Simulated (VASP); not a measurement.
# BaTe: single point with r2SCAN

Crystal: BaTe.

```
Ba Te
1.0
     8.52493    0.00000    0.00000
     0.00000    8.52493    0.00000
     0.00000    0.00000    4.26247
Ba Te
4 4
Direct
  0.99562 0.99864 0.99985
  0.99782 0.50587 0.98404
  0.50764 0.00463 0.00025
  0.49428 0.49850 0.99957
  0.26477 0.23838 0.49655
  0.24834 0.74946 0.49842
  0.75193 0.25543 0.50323
  0.74168 0.74983 0.50548
```

```
Program             : VASP 6.6.1
Task                : single point
Functional          : r2SCAN
Potentials or basis : VASP PAW PBE potentials, release 64 (Ba_sv, Te)
Cutoff              : 440 eV
k mesh              : 1 × 1 × 2
Occupations         : gaussian, width 0.01 eV
Spin                : no spin polarisation
```

```
Pressure               : 2.5 GPa
Largest force          : 0.314 eV/Å
Band gap on the k mesh : 0.92 eV
```

Forces in eV/Å, atoms in the order of the input:
```
Ba   0.106  0.100 -0.016
Ba  -0.036  0.063 -0.090
Ba  -0.186  0.050 -0.064
Ba  -0.110  0.087 -0.019
Te  -0.112 -0.007  0.041
Te  -0.219 -0.199  0.039
Te   0.308 -0.022  0.056
Te   0.248 -0.071  0.053
```

Levels at points of the mesh, in eV from the valence-band top:
```tsv
k point	band 28	band 29	band 30	band 31	band 32	band 33	band 34	band 35	band 36	band 37
(0.00, 0.00, 0.00)	-0.91	-0.41	-0.39	-0.39	0.00	0.92	0.93	1.18	1.68	1.69
(0.00, 0.00, 0.50)	-2.11	-0.92	-0.90	0.00	0.00	1.16	1.17	1.68	2.85	2.87
```

Run time: 76 s on 1 thread of AMD EPYC 9R45 96-Core Processor (Zen 5), with other jobs on the host, peak memory 0.31 GiB.

Caveat: the k points lie up to 0.74 Å⁻¹ apart; the PAW data sets were made with another functional, which shifts forces and pressure a little; spin-orbit coupling is left out, which moves the levels of the heavy elements; an odd mesh through Γ misses points on the zone boundary, where band edges can lie.
